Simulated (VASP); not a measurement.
Input of a VASP 6.6.1 run:

Contents of POSCAR:

```
Lu
1.0
    3.5031000000      0.0000000000      0.0000000000
   -1.7515500000      3.0337740000      0.0000000000
    0.0000000000      0.0000000000      5.5509000000
Lu
2
Direct
    0.3333333333      0.6666666667      0.2500000000
    0.6666666667      0.3333333333      0.7500000000
```

The input INCAR.step1:

```
SYSTEM = Lu
PREC     = Accurate       ! precision mode
ENCUT    = 600            ! plane-wave cutoff, eV
ISMEAR   = 0              ! smearing method
SIGMA    = 0.05           ! smearing width, eV
LREAL    = .FALSE.        ! projectors in reciprocal space
LASPH    = .TRUE.         ! aspherical terms in the spheres
NELM     = 60             ! most SCF steps
GGA      = PE             ! functional
ALGO     = Normal         ! electronic algorithm
EDIFF    = 1E-4           ! SCF threshold, eV
LWAVE    = .TRUE.         ! write WAVECAR
LCHARG   = .FALSE.        ! write CHGCAR
```

The input INCAR.step2:

```
SYSTEM = Lu
PREC     = Accurate       ! precision mode
ENCUT    = 600            ! plane-wave cutoff, eV
EDIFF    = 1E-7           ! SCF threshold, eV
ISMEAR   = 0              ! smearing method
SIGMA    = 0.05           ! smearing width, eV
LREAL    = .FALSE.        ! projectors in reciprocal space
LASPH    = .TRUE.         ! aspherical terms in the spheres
NELM     = 60             ! most SCF steps
ALGO     = Normal         ! electronic algorithm
ISIF     = 3              ! what is computed and relaxed
LWAVE    = .FALSE.        ! write WAVECAR
LCHARG   = .FALSE.        ! write CHGCAR
METAGGA  = R2SCAN         ! meta-GGA
LMIXTAU  = .TRUE.       
IBRION   = 2              ! ionic algorithm
NSW      = 80             ! ionic steps
EDIFFG   = -0.01          ! ionic threshold
ISTART   = 1
```

The input KPOINTS:

```
Automatic mesh
0
G
  7 7 4
  0 0 0
```

Potentials or basis: VASP PAW PBE potentials, release 64 (Lu).

Launch:

```bash
$ cat potpaw_PBE.64/Lu/POTCAR > POTCAR
$ cp INCAR.step1 INCAR
$ mpirun -np 1 vasp_std > vasp.out
$ cp INCAR.step2 INCAR
$ mpirun -np 1 vasp_std > vasp.out
```

Q: What does it give for the space group after relaxing (to 0.1 Å)?

A: P6_3/mmc (No. 194).

Q: What does it give for the relaxed volume?

A: 29.03 Å³/atom.

Q: What does it give for the band gap on the k mesh?

A: Zero (bands 25 and 26 overlap by 2.00 eV).

Final structure:
```
CELL_PARAMETERS angstrom
3.50546 0.00000 0.00000
-1.75273 3.03581 0.00000
0.00000 0.00000 5.45623
ATOMIC_POSITIONS crystal
Lu 0.33333 0.66667 0.25000
Lu 0.66667 0.33333 0.75000
```

Caveat: the PAW data sets were made with another functional, which shifts forces and pressure a little; spin-orbit coupling is left out, which moves the levels of the heavy elements.
